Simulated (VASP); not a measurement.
Wanted: the native input for a VASP 6.6.1 run.

- Task: single point
- Functional: PBE
- Potentials or basis: VASP PAW PBE potentials, release 64 (In_d, As)
- Cutoff: 520 eV
- k mesh: 6 × 6 × 6
- Occupations: fermi-dirac, width 0.06 eV
- Spin: no spin polarisation
- Dipole correction: no
- Further INCAR settings: ALGO = Normal; EDIFF = 1e-07; NBANDS = 16

The structure of InAs lies in POSCAR:

```
InAs
1.0
    0.0000000000      3.0180000000      3.0180000000
    3.0180000000      0.0000000000      3.0180000000
    3.0180000000      3.0180000000      0.0000000000
In As
1 1
Direct
    0.0000000000      0.0000000000      0.0000000000
    0.7500000000      0.7500000000      0.7500000000
```

These files were run (other wordings do the same):

INCAR

```
  ALGO = Normal
  EDIFF = 1E-7
  ENCUT = 520
  GGA = PE
  ISIF = 2
  ISMEAR = -1
  LASPH = True
  LCHARG = False
  LREAL = False
  LWAVE = False
  NBANDS = 16
  NELM = 100
  PREC = Accurate
  SIGMA = 0.06
```

KPOINTS

```
k-points
0
Gamma
  6 6 6
```

Potentials or basis: VASP PAW PBE potentials, release 64 (In_d, As).

The run is started by

```bash
$ cat potpaw_PBE.64/In_d/POTCAR potpaw_PBE.64/As/POTCAR > POTCAR
$ mpirun -np 1 vasp_std > vasp.out
```

It gave:

```json
{"Pressure": "4.4 GPa", "Band gap on the k mesh": "zero (filled and empty bands touch)"}
```

Caveat: spin-orbit coupling is left out, which moves the levels of the heavy elements.

Run time: 33 s on 1 thread of AMD EPYC 7R13, on a shared host, peak memory 0.15 GiB.
